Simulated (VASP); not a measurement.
# SrO (R-3m) in VASP: single point with HSE06

Aim: the single point of SrO with HSE06.

Everything below comes from runs of VASP 6.6.1. Logs are shortened: lines on timing, memory, paths and dates and some standing lists are left out, and cuts for length are marked.

## Step 1: The cell of the first run

The structure is trigonal, space group R-3m (No. 166). Conventional cell: a = 3.758 Å, b = 3.758 Å, c = 8.753 Å, α = 90.00°, β = 90.00°, γ = 120.00°. Sr (site symmetry -3m) has 6 O at 2.61 Å within 3.4 Å. Within 3.4 Å of O (site symmetry -3m) lie 6 Sr at 2.61 Å.

## Step 2: Single point, HSE06 (epitaxial 111 strain +3.0%)

POSCAR reads:

```
SrO
1.0
   -0.0869525121      2.5703365835      2.5703365835
    2.5703365835     -0.0869525121      2.5703365835
    2.5703365835      2.5703365835     -0.0869525121
Sr O
1 1
Direct
    0.0000000000      0.0000000000      0.0000000000
    0.5000000000      0.5000000000      0.5000000000
```

INCAR.step1 reads:

```
SYSTEM = SrO
PREC = Accurate
ENCUT = 520
EDIFF = 1E-5
ISMEAR = 0
SIGMA = 0.01
LREAL = .FALSE.
LASPH = .TRUE.
NELM = 80
ALGO = Normal
ISIF = 2
LWAVE = .TRUE.
LCHARG = .FALSE.
NBANDS = 15
GGA = PE
```

INCAR.step2 reads:

```
SYSTEM = SrO
PREC = Accurate
ENCUT = 520
EDIFF = 1E-6
ISMEAR = 0
SIGMA = 0.01
LREAL = .FALSE.
LASPH = .TRUE.
NELM = 80
ALGO = Normal
ISIF = 2
LWAVE = .FALSE.
LCHARG = .FALSE.
GGA = PE
LHFCALC = .TRUE.
HFSCREEN = 0.2079
PRECFOCK = Normal
NBANDS = 15
ISTART = 1
```

KPOINTS reads:

```
Automatic mesh
0
G
  6 6 6
  0 0 0
```

Potentials or basis: VASP PAW PBE potentials, release 64 (Sr_sv, O).

Launch:

```bash
$ cat potpaw_PBE.64/Sr_sv/POTCAR potpaw_PBE.64/O/POTCAR > POTCAR
$ cp INCAR.step1 INCAR
$ mpirun -np 1 vasp_std > vasp.out
$ cp INCAR.step2 INCAR
$ mpirun -np 1 vasp_std > vasp.out
```

OUTCAR:

```text
SYSTEM = SrO
   PREC = Accurate
   ENCUT = 520
   EDIFF = 1E-6
   ISMEAR = 0
   LREAL = .FALSE.
   LASPH = .TRUE.
   NELM = 80
   ISIF = 2
   GGA = PE
   LHFCALC = .TRUE.
   HFSCREEN = 0.2079
   PRECFOCK = Normal
   ISTART = 1

 ion  position               nearest neighbor table
   1  0.000  0.000  0.000-   2 2.61   2 2.61   2 2.61   2 2.61   2 2.61   2 2.61
   2  0.500  0.500  0.500-   1 2.61   1 2.61   1 2.61   1 2.61   1 2.61   1 2.61

  LATTYP: Found a trigonal (rhomboedric) cell.
 ALAT       =     3.6360446978
 COS(alpha) =     0.4659041739

  Lattice vectors:

 A1 = (  -0.0869525121,   2.5703365835,   2.5703365835)
 A2 = (   2.5703365835,  -0.0869525121,   2.5703365835)
 A3 = (   2.5703365835,   2.5703365835,  -0.0869525121)

Analysis of symmetry for initial positions (statically):
=====================================================================
 Subroutine PRICEL returns:
 Original cell was already a primitive cell.

 Routine SETGRP: Setting up the symmetry group for a
 trigonal (rhombohedral) supercell.

 Subroutine GETGRP returns: Found 12 space group operations
 (whereof 12 operations were pure point group operations)
 out of a pool of 12 trial point group operations.

The static configuration has the point symmetry D_3d.

Analysis of symmetry for dynamics (positions and initial velocities):
=====================================================================
 Subroutine PRICEL returns:
 Original cell was already a primitive cell.

 Routine SETGRP: Setting up the symmetry group for a
 trigonal (rhombohedral) supercell.

 Subroutine GETGRP returns: Found 12 space group operations
 (whereof 12 operations were pure point group operations)
 out of a pool of 12 trial point group operations.

The dynamic configuration has the point symmetry D_3d.

 Subroutine INISYM returns: Found 12 space group operations
 (whereof 12 operations are pure point group operations),
 and found     1 'primitive' translations

----------------------------------------------------------------------------------------

                                     Primitive cell

  volume of cell :      35.6853

  direct lattice vectors                    reciprocal lattice vectors
    -0.086952512  2.570336584  2.570336584    -0.184924245  0.191399130  0.191399130
     2.570336584 -0.086952512  2.570336584     0.191399130 -0.184924245  0.191399130
     2.570336584  2.570336584 -0.086952512     0.191399130  0.191399130 -0.184924245

  length of vectors
     3.636044698  3.636044698  3.636044698     0.327817373  0.327817373  0.327817373

  position of ions in fractional coordinates (direct lattice)
     0.000000000  0.000000000  0.000000000
     0.500000000  0.500000000  0.500000000

  ion indices of the primitive-cell ions
   primitive index   ion index
                 1           1
                 2           2

----------------------------------------------------------------------------------------

 KPOINTS: Automatic mesh

Automatic generation of k-mesh.
 Grid dimensions read from file:
 generate k-points for:    6    6    6

 Generating k-lattice:

  Cartesian coordinates                     Fractional coordinates (reciprocal lattice)
    -0.030820707  0.031899855  0.031899855     0.166666667  0.000000000  0.000000000
     0.031899855 -0.030820707  0.031899855     0.000000000  0.166666667  0.000000000
     0.031899855  0.031899855 -0.030820707     0.000000000  0.000000000  0.166666667

  Length of vectors
     0.054636229  0.054636229  0.054636229

  Shift w.r.t. Gamma in fractional coordinates (k-lattice)
     0.000000000  0.000000000  0.000000000

 Subroutine IBZKPT returns following result:
 ===========================================

 Found     32 irreducible k-points:

 Following reciprocal coordinates:
            Coordinates               Weight
  0.000000  0.000000  0.000000      1.000000
  0.166667  0.000000  0.000000      6.000000
  0.333333  0.000000  0.000000      6.000000
  0.500000  0.000000 -0.000000      3.000000
  0.166667  0.166667  0.000000      6.000000
  0.333333  0.166667  0.000000     12.000000
[... 16 lines left out ...]
  0.500000  0.500000  0.166667      6.000000
 -0.333333  0.500000  0.166667     12.000000
 [... further k-points ...]
   k-points           NKPTS =     32   k-points in BZ     NKDIM =    216   number of bands    NBANDS=     15
   number of dos      NEDOS =    301   number of ions     NIONS =      2
   total plane-waves  NPLWV =  21952
   dimension x,y,z NGX =    28 NGY =   28 NGZ =   28
   dimension x,y,z NGXF=    56 NGYF=   56 NGZF=   56
   ions per type =               1   1
   NGX,Y,Z   is equivalent  to a cutoff of  12.80, 12.80, 12.80 a.u.
   NGXF,Y,Z  is equivalent  to a cutoff of  25.60, 25.60, 25.60 a.u.
 SYSTEM =  SrO
   PREC   = accura    normal or accurate (medium, high low for compatibility)
   ISTART =      1    job   : 0-new  1-cont  2-samecut
   ICHARG =      0    charge: 1-file 2-atom 10-const
   ISPIN  =      1    spin polarized calculation?
   LNONCOLLINEAR =      F non collinear calculations
   LSORBIT =      F    spin-orbit coupling
   LASPH  =      T    aspherical Exc in radial PAW
   ENCUT  =  520.0 eV  38.22 Ry    6.18 a.u.   6.76  6.76  6.76*2*pi/ulx,y,z
   NELM   =     80;   NELMIN=  2; NELMDL=  0     # of ELM steps
   EDIFF  = 0.1E-05   stopping-criterion for ELM
   LREAL  =      F    real-space projection
   EDIFFG = 0.1E-04   stopping-criterion for IOM
   NSW    =      0    number of steps for IOM
   IBRION =     -1    ionic relax: 0-MD 1-quasi-New 2-CG
   NFREE  =      0    steps in history (QN), initial steepest desc. (CG)
   ISIF   =      2    stress and relaxation
   ISYM   =      3    0-nonsym 1-usesym 2-fastsym
   POTIM  = 0.5000    time-step for ionic-motion
   TEBEG  =    0.0;   TEEND  =   0.0 temperature during run
   PSTRESS=    0.0 pullay stress
   NELECT =      16.0000    total number of electrons
   NUPDOWN=      -1.0000    fix difference up-down
   EMIN   =  10.00;   EMAX   =-10.00  energy-range for DOS
   EFERMI =   0.00;   METHOD = LEGACY
   ISMEAR =     0;   SIGMA  =   0.01  broadening in eV -4-tet -1-fermi 0-gaus
   EFERMI_NEDOS =   21; number of points for ismear=-14 and -15
   IALGO  =     38    algorithm
   IMIX   =      1    mixing-type and parameters
     AMIX     =   0.40;   BMIX     =  1.00
     AMIX_MAG =   1.60;   BMIX_MAG =  1.00
  volume/ion in A,a.u.               =      17.84       120.41
  Fermi-wavevector in a.u.,A,eV,Ry     =   1.253002  2.367831 21.361349  1.570015
  Thomas-Fermi vector in A             =   2.386876
   LORBIT       =      0    0 simple, 1 ext, 2 COOP (PROOUT), +10 PAW based schemes
   GGA     = PE    functional components
   LHFCALC =     T    Hartree Fock is set to
   PRECFOCK=normal    Normal, Fast or Accurate (Low or Medium for compatibility)
   ENCUT4O =  -1.0   cutoff for four orbital integrals eV
   NKREDX  =     1    reduce k-point grid by
   NKREDY  =     1    reduce k-point grid by
   NKREDZ  =     1    reduce k-point grid by
   AEXX    =    0.2500 exact exchange contribution
   HFSCREEN=    0.2079 screening length (either q_TF or 0.3 A-1)
   HFSCREENC=   0.2079 screening length for correlation (either q_TF or 0.3 A-1)
   ENCUTFOCK=  -1.0 apply spherical cutoff to Coloumb kernel
   IVDW    =     0    specifies the selected vdW correction
   LEPSILON=     F    determine dielectric tensor
   LRPA    =     F    only Hartree local field effects (RPA)
 non-spin polarized calculation
 Gauss-broadening in eV      SIGMA  =   0.01
  energy-cutoff  :      520.00
  volume of cell :       35.69
 maximum number of plane-waves:       972
  NGX = 24; NGY = 24; NGZ = 24

 number of electron      16.0000003 magnetization

 Free energy of the ion-electron system (eV)
  ---------------------------------------------------
  ext. energy  EPLUGINS =         0.00000000
  ---------------------------------------------------
  free energy    TOTEN  =       -14.15151372 eV

  energy without entropy =      -14.15151372  energy(sigma->0) =      -14.15151372

 E-fermi :   0.5624     XC(G=0):  -8.0866

 val. band max:        0.4731307819   @ k =   0.0000   0.0000   0.0000
 cond. band min:       5.1339603025   @ k =   0.5000   0.5000   0.0000
 fundamental gap:      4.6608295206
 Fermi energy:         0.5624459312

 k-point     1 :       0.0000    0.0000    0.0000
  band No.  band energies     occupation
      1     -34.1448      2.00000
      2     -16.1037      2.00000
      3     -14.5443      2.00000
      4     -14.5443      2.00000
      5     -14.5276      2.00000
      6       0.3689      2.00000
      7       0.3689      2.00000
      8       0.4731      2.00000
      9       5.4733      0.00000
     10       7.8977      0.00000
     11       7.8977      0.00000
     12       8.5917      0.00000
     13      10.3032      0.00000
     14      10.3032      0.00000
     15      14.4254      0.00000

 k-point     2 :       0.1667    0.0000    0.0000
  band No.  band energies     occupation
      1     -34.1167      2.00000
      2     -16.5241      2.00000
      3     -14.5537      2.00000
      4     -14.5511      2.00000
      5     -14.1827      2.00000
      6      -0.3141      2.00000
      7       0.0520      2.00000
      8       0.1795      2.00000
      9       6.5887      0.00000
     10       7.8202      0.00000
     11       8.3980      0.00000
     12       9.0417      0.00000
     13      10.9782      0.00000
     14      10.9849      0.00000
     15      15.9794      0.00000

 k-point     3 :       0.3333    0.0000    0.0000
  band No.  band energies     occupation
      1     -34.0597      2.00000
      2     -17.1143      2.00000
      3     -14.5944      2.00000
      4     -14.5720      2.00000
      5     -13.7125      2.00000
      6      -1.3469      2.00000
      7      -0.5047      2.00000
      8      -0.3177      2.00000
      9       7.9712      0.00000
     10       8.7745      0.00000
     11       9.6071      0.00000
     12      10.3054      0.00000
     13      12.5339      0.00000
     14      12.5538      0.00000
     15      17.3704      0.00000

 k-point     4 :       0.5000    0.0000   -0.0000
  band No.  band energies     occupation
      1     -34.0309      2.00000
      2     -17.3551      2.00000
      3     -14.6157      2.00000
      4     -14.5810      2.00000
      5     -13.5315      2.00000
      6      -1.7741      2.00000
      7      -0.7540      2.00000
      8      -0.5405      2.00000
      9       8.3094      0.00000
     10       9.9483      0.00000
     11      10.3781      0.00000
     12      11.0895      0.00000
     13      13.7925      0.00000
     14      13.8490      0.00000
     15      16.4016      0.00000
[... 307 lines left out ...]
 k-point    22 :      -0.1667    0.3333    0.1667
  band No.  band energies     occupation
      1     -34.0218      2.00000
      2     -16.8672      2.00000
      3     -14.9318      2.00000
      4     -14.7684      2.00000
      5     -13.9964      2.00000
      6      -0.9599      2.00000
      7      -0.3561      2.00000
      8      -0.0048      2.00000
      9       6.9691      0.00000
     10       8.8216      0.00000
     11      10.4714      0.00000
     12      11.4386      0.00000
     13      12.7004      0.00000
     14      13.8610      0.00000
     15      15.9323      0.00000

 k-point    23 :       0.5000    0.5000    0.1667
  band No.  band energies     occupation
      1     -33.9931      2.00000
      2     -16.5520      2.00000
      3     -15.0890      2.00000
      4     -14.8358      2.00000
      5     -14.5112      2.00000
      6      -0.4867      2.00000
      7      -0.1243      2.00000
      8      -0.0584      2.00000
      9       5.9791      0.00000
     10       9.6344      0.00000
     11      11.0287      0.00000
     12      12.0350      0.00000
     13      12.8796      0.00000
     14      14.0933      0.00000
     15      15.5216      0.00000

 k-point    24 :      -0.3333    0.5000    0.1667
  band No.  band energies     occupation
      1     -33.9883      2.00000
      2     -16.4882      2.00000
      3     -15.2949      2.00000
      4     -14.9992      2.00000
      5     -14.2646      2.00000
      6      -0.4962      2.00000
      7      -0.1773      2.00000
      8       0.0213      2.00000
      9       6.4915      0.00000
     10       9.4272      0.00000
     11      10.2246      0.00000
     12      12.8325      0.00000
     13      13.0688      0.00000
     14      14.6077      0.00000
     15      15.2926      0.00000

 [... further k-points ...]
[... 5 lines left out ...]
  --------------------------------------------------------------------------------------
  -------------------------------------------------------------------------------------
  Total       -0.7105588     -0.7105588     -0.7105588      0.3914145      0.3914145      0.3914145
  in kB      -31.9022825    -31.9022825    -31.9022825     17.5735136     17.5735136     17.5735136
  external PRESSURE =     -31.9022825 kB  Pullay stress =       0.0000000 kB

 VOLUME and BASIS-vectors are now :
 -----------------------------------------------------------------------------
  energy-cutoff  :      520.00
  volume of cell :       35.69
      direct lattice vectors                 reciprocal lattice vectors
    -0.086952512  2.570336584  2.570336584    -0.184924245  0.191399130  0.191399130
     2.570336584 -0.086952512  2.570336584     0.191399130 -0.184924245  0.191399130
     2.570336584  2.570336584 -0.086952512     0.191399130  0.191399130 -0.184924245

 POSITION                                       TOTAL-FORCE (eV/Angst)
 -----------------------------------------------------------------------------------
      0.00000      0.00000      0.00000         0.000000     -0.000000      0.000000
      2.52686      2.52686      2.52686        -0.000000      0.000000     -0.000000
 -----------------------------------------------------------------------------------
    total drift:                               -0.000000      0.000000     -0.000000

  FREE ENERGIE OF THE ION-ELECTRON SYSTEM (eV)
  ---------------------------------------------------
  free  energy   TOTEN  =       -14.1515137175 eV

  energy  without entropy=      -14.1515137175  energy(sigma->0) =      -14.15151372
```

Run time: 2.1 h. Hardware: 1 thread of Oxide Virtual Turin-like, shared host; peak memory 0.25 GiB.

What came out:

```
Free energy            : -14.1515 eV
Pressure               : -3.2 GPa
Band gap on the k mesh : 4.66 eV (least direct gap 4.82 eV)
```

Caveat: the cell differs from its parent crystal (epitaxial 111 strain +3.0%); the cell stands under tension; the PAW data sets were made with another functional, which shifts forces and pressure a little. A k mesh can miss the band edges.
